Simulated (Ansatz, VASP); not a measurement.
# Mo in VASP and in Ansatz

```xyz
1
Lattice="-1.5864 1.5864 1.5864 1.5864 -1.5864 1.5864 1.5864 1.5864 -1.5864" Properties=species:S:1:pos:R:3 pbc="T T T"
Mo    0.0000    0.0000    0.0000
```

Alike in both runs: task single point; functional r2SCAN; k mesh 15 × 15 × 15; occupations fermi-dirac, width 0.1 eV; no spin polarisation.

|  | VASP | Ansatz |
| --- | --- | --- |
| version | VASP 6.6.1 | Ansatz 0.2.0 |
| potentials or method | VASP PAW PBE potentials, release 64 (Mo_sv), cutoff 520 eV | plane waves, PAW |
| valence electrons in the cell | 14 | 14 |

VASP gave:

| Item | Value |
| --- | --- |
| pressure (GPa) | -4.3 |

Task: Estimate Ansatz's values.

Result: Pressure (GPa): -5.4.

VASP's potentials were made for PBE, not for r2SCAN. Ansatz's warnings: stress scf threshold loose.
